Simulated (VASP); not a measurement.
A run of VASP 6.6.1:

File INCAR:

```
SYSTEM = Pt
PREC = Accurate
ENCUT = 500
EDIFF = 1E-6
ISMEAR = 0
SIGMA = 0.1
LREAL = .False.
LASPH = .True.
NELM = 120
ALGO = Normal
ISIF = 2
LWAVE = .False.
LCHARG = .True.
GGA = PS
LELF = .True.
LVHAR = .True.
NBANDS = 11
GGA_COMPAT = .False.
```

The input KPOINTS:

```
Automatic mesh
0
Gamma
  6 6 6
  0 0 0
```

Contents of POSCAR:

```
Pt
1.0
    2.5886225950      0.0000000000      0.0000000000
    0.0000000000      2.5886225950      0.0000000000
    0.0000000000      0.0000000000      2.5886225950
Pt
1
Direct
    0.0000000000      0.0000000000      0.0000000000
```

Potentials or basis: VASP PAW PBE potentials, release 64 (Pt).

The run is started by

```bash
$ cat potpaw_PBE.64/Pt/POTCAR > POTCAR
$ mpirun -np 1 vasp_std > vasp.out
```

Hardware: 1 thread of Intel(R) Xeon(R) 6975P-C (Granite Rapids), with other jobs on the host.

**Question.** How long does it take, and how much memory?

**Answer.** Run time: 3.1 s on 1 thread of Intel(R) Xeon(R) 6975P-C (Granite Rapids), with other jobs on the host, peak memory 0.12 GiB. Counts: scf iterations 11, k points 20.
